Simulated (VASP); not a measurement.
Wanted: the native input for a VASP 6.6.1 run.

```
Task                   : single point
Functional             : PBE
Potentials or basis    : VASP PAW PBE potentials, release 64 (Re)
Cutoff                 : 520 eV
k mesh                 : 10 × 10 × 10
Occupations            : gaussian, width 0.15 eV
Spin                   : no spin polarisation
Dipole correction      : no
Further INCAR settings : ALGO = Normal; EDIFF = 1e-06; NBANDS = 10
```

The structure of Re lies in POSCAR:

```
Re
1.0
    0.0000000000      1.9258696245      1.9258696245
    1.9258696245      0.0000000000      1.9258696245
    1.9258696245      1.9258696245      0.0000000000
Re
1
Direct
    0.0000000000      0.0000000000      0.0000000000
```

This cell differs from its parent crystal: volume 14.286 Å^3 an atom, c/a of the conventional cell 1.0000.

These files were run (other wordings do the same):

INCAR

```
ALGO = Normal ; EDIFF = 1E-6
ENCUT = 520 ; GGA = PE
ISIF = 2 ; ISMEAR = 0
LASPH = T ; LCHARG = F
LREAL = F ; LWAVE = F
NBANDS = 10 ; NELM = 60
PREC = Accurate ; SIGMA = 0.15
```

KPOINTS

```
k-points
0
Gamma
  10 10 10
```

Potentials or basis: VASP PAW PBE potentials, release 64 (Re).

Command:

```sh
$ cat potpaw_PBE.64/Re/POTCAR > POTCAR
$ mpirun -np 1 vasp_std > vasp.out
```

Results of the run:

* Pressure: 19.5 GPa

Run time: 11 s on 1 thread of AMD EPYC 7R13, on a shared host, peak memory 0.1 GiB.
